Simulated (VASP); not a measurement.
# Fe (Im-3m) in VASP: vibrations by perturbation theory with PBE

Aim: the vibrations by perturbation theory of Fe with PBE.

All numbers are computed with VASP 6.6.1; they aren't measurements. Logs are shortened: lines on timing, memory, paths and dates and some standing lists are left out, and cuts for length are marked.

## Step 1: The cell of the first run

The structure is cubic, space group Im-3m (No. 229). Conventional cell: a = 2.867 Å, b = 2.867 Å, c = 2.867 Å, α = 90.00°, β = 90.00°, γ = 90.00°. Within 3.3 Å of Fe (site symmetry m-3m) lie 14 Fe at 2.48 to 2.87 Å.

## Step 2: Vibrations by perturbation theory, PBE, collinear spin, ferromagnetic start

File INCAR:

```
  PREC = Accurate
  ENCUT = 520
  EDIFF = 1E-8
  ISMEAR = 1
  SIGMA = 0.2
  LREAL = F
  LASPH = T
  NELM = 150
  ALGO = Normal
  ISIF = 2
  LWAVE = F
  LCHARG = T
  ISPIN = 2
  MAGMOM = 2.3
  LORBIT = 11
  LMAXMIX = 4
  GGA = PE
  IBRION = 8
  NSW = 1
```

File KPOINTS:

```
regular mesh
0
Gamma
  14 14 14
```

File POSCAR:

```
Fe
1.0
   -1.4335000000      1.4335000000      1.4335000000
    1.4335000000     -1.4335000000      1.4335000000
    1.4335000000      1.4335000000     -1.4335000000
Fe
1
Direct
    0.0000000000      0.0000000000      0.0000000000
```

Potentials or basis: VASP PAW PBE potentials, release 64 (Fe).

Launch:

```bash
cat potpaw_PBE.64/Fe/POTCAR > POTCAR
mpirun -np 1 vasp_std > vasp.out
```

OUTCAR:

```text
PREC = Accurate
   ENCUT = 520
   EDIFF = 1E-8
   ISMEAR = 1
   LREAL = F
   LASPH = T
   NELM = 150
   ISIF = 2
   ISPIN = 2
   LORBIT = 11
   GGA = PE
   IBRION = 8
   NSW = 1

 ion  position               nearest neighbor table
   1  0.000  0.000  0.000-

  LATTYP: Found a body centered cubic cell.
 ALAT       =     2.8670000000

  Lattice vectors:

 A1 = (  -1.4335000000,   1.4335000000,   1.4335000000)
 A2 = (   1.4335000000,  -1.4335000000,   1.4335000000)
 A3 = (   1.4335000000,   1.4335000000,  -1.4335000000)

Analysis of symmetry for initial positions (statically):
=====================================================================
 Subroutine PRICEL returns:
 Original cell was already a primitive cell.

 Routine SETGRP: Setting up the symmetry group for a
 body centered cubic supercell.

 Subroutine GETGRP returns: Found 48 space group operations
 (whereof 48 operations were pure point group operations)
 out of a pool of 48 trial point group operations.

The static configuration has the point symmetry O_h .

Analysis of symmetry for dynamics (positions and initial velocities):
=====================================================================
 Subroutine PRICEL returns:
 Original cell was already a primitive cell.

 Routine SETGRP: Setting up the symmetry group for a
 body centered cubic supercell.

 Subroutine GETGRP returns: Found 48 space group operations
 (whereof 48 operations were pure point group operations)
 out of a pool of 48 trial point group operations.

The dynamic configuration has the point symmetry O_h .

Analysis of structural, dynamic, and magnetic symmetry:
=====================================================================
 Subroutine PRICEL returns:
 Original cell was already a primitive cell.

 Routine SETGRP: Setting up the symmetry group for a
[... 750 lines left out ...]
  -------------------------------------------------------------------------------------
  Total       -0.5109282     -0.5109282     -0.5109282      0.0000000      0.0000000     -0.0000000
  in kB      -69.4732056    -69.4732056    -69.4732056      0.0000000      0.0000000     -0.0000000
  external PRESSURE =     -69.4732056 kB  Pullay stress =       0.0000000 kB

 VOLUME and BASIS-vectors are now :
 -----------------------------------------------------------------------------
  energy-cutoff  :      520.00
  volume of cell :       11.78
      direct lattice vectors                 reciprocal lattice vectors
    -1.433500000  1.433500000  1.433500000     0.000000000  0.348796652  0.348796652
     1.433500000 -1.433500000  1.433500000     0.348796652  0.000000000  0.348796652
     1.433500000  1.433500000 -1.433500000     0.348796652  0.348796652  0.000000000

 POSITION                                       TOTAL-FORCE (eV/Angst)
 -----------------------------------------------------------------------------------
      0.00000      0.00000      0.00000         0.000000     -0.000000      0.000000
 -----------------------------------------------------------------------------------
    total drift:                                0.000000     -0.000000      0.000000

  FREE ENERGIE OF THE ION-ELECTRON SYSTEM (eV)
  ---------------------------------------------------
  free  energy   TOTEN  =        -8.2341682122 eV

  energy  without entropy=       -8.2354618898  energy(sigma->0) =       -8.23459944

[... ionic steps 2 to 3 ...]

--------------------------------------- Ionic step        4  -------------------------------------------

 Free energy of the ion-electron system (eV)
  ---------------------------------------------------
  ---------------------------------------------------
  free energy    TOTEN  =        -0.15233087 eV

  energy without entropy =       -0.15233087

------------------------ aborting loop because EDIFF is reached ----------------------------------------

 INTERNAL STRAIN TENSOR  FOR ION    1  DIRECTION 1   (eV/Angst):
 -----------------------------------------------------------------------------
     0.00767  0.00000 -0.00000
     0.00000  0.00082  0.00000
    -0.00000  0.00000  0.00082

 INTERNAL STRAIN TENSOR FOR ION    1 for displacements in x,y,z  (eV/Angst):
          X           Y           Z          XY          YZ          ZX
  --------------------------------------------------------------------------------
  x     0.00000     0.00000     0.00000     0.00000     0.00000     0.00000
  y     0.00000     0.00000     0.00000     0.00000     0.00000     0.00000
  z     0.00000     0.00000     0.00000     0.00000     0.00000     0.00000

 SECOND DERIVATIVES (NOT SYMMETRIZED)
 ------------------------------------
               1X          1Y          1Z
  1X    -0.001016    0.000000    0.000000
  1Y     0.000000   -0.001016    0.000000
  1Z     0.000000    0.000000   -0.001016

 Eigenvectors and eigenvalues of the dynamical matrix
 ----------------------------------------------------

   1 f  =    0.066675 THz     0.418930 2PiTHz    2.224033 cm-1     0.275745 meV
             X         Y         Z           dx          dy          dz
      0.000000  0.000000  0.000000     1.000000    0.000000    0.000000

   2 f  =    0.066675 THz     0.418930 2PiTHz    2.224033 cm-1     0.275745 meV
             X         Y         Z           dx          dy          dz
      0.000000  0.000000  0.000000     0.000000    1.000000    0.000000

   3 f  =    0.066675 THz     0.418930 2PiTHz    2.224033 cm-1     0.275745 meV
             X         Y         Z           dx          dy          dz
      0.000000  0.000000  0.000000     0.000000    0.000000    1.000000

--------------------------------------------------------------------------------------------------------

 ELASTIC MODULI CONTR FROM IONIC RELAXATION (kBar)
 Direction    XX          YY          ZZ          XY          YZ          ZX
 --------------------------------------------------------------------------------
 XX           0.0000      0.0000      0.0000      0.0000      0.0000      0.0000
 YY           0.0000      0.0000      0.0000      0.0000      0.0000      0.0000
 ZZ           0.0000      0.0000      0.0000      0.0000      0.0000      0.0000
 XY           0.0000      0.0000      0.0000      0.0000      0.0000      0.0000
 YZ           0.0000      0.0000      0.0000      0.0000      0.0000      0.0000
 ZX           0.0000      0.0000      0.0000      0.0000      0.0000      0.0000
 --------------------------------------------------------------------------------

 total charge

# of ion       s       p       d       tot
------------------------------------------
    1        0.472   0.507   6.216   7.195

 magnetization (x)

# of ion       s       p       d       tot
------------------------------------------
    1       -0.013  -0.050   2.303   2.240
```

stdout:

```text
POSCAR found type information on POSCAR Fe
 POSCAR found :  1 types and       1 ions
 scaLAPACK will be used
 LDA part: xc-table for (Slater+PW92), standard interpolation
 POSCAR, INCAR and KPOINTS ok, starting setup
 FFT: planning ... GRIDC
 FFT: planning ... GRID_SOFT
 FFT: planning ... GRID
 WAVECAR not read
 entering main loop
 Linear response reoptimize wavefunctions to high precision
 Linear response DOF=           1
 Linear response progress:
 first order change of Fermi-energy  -0.20232E-03
 force on displaced ion       1 direction 1 :  -0.001   0.000   0.000
 Linear response finished
```

Wall time 89 s (1 thread of AMD EPYC 7R43 (Zen 3), shared host); peak memory 0.17 GiB.

Results:

```yaml
Net_moment: 2.24 μB per cell
Site_moments: Fe +2.24 μB
Valence_electrons_inside_the_program's_atomic_spheres: Fe 7.20
```
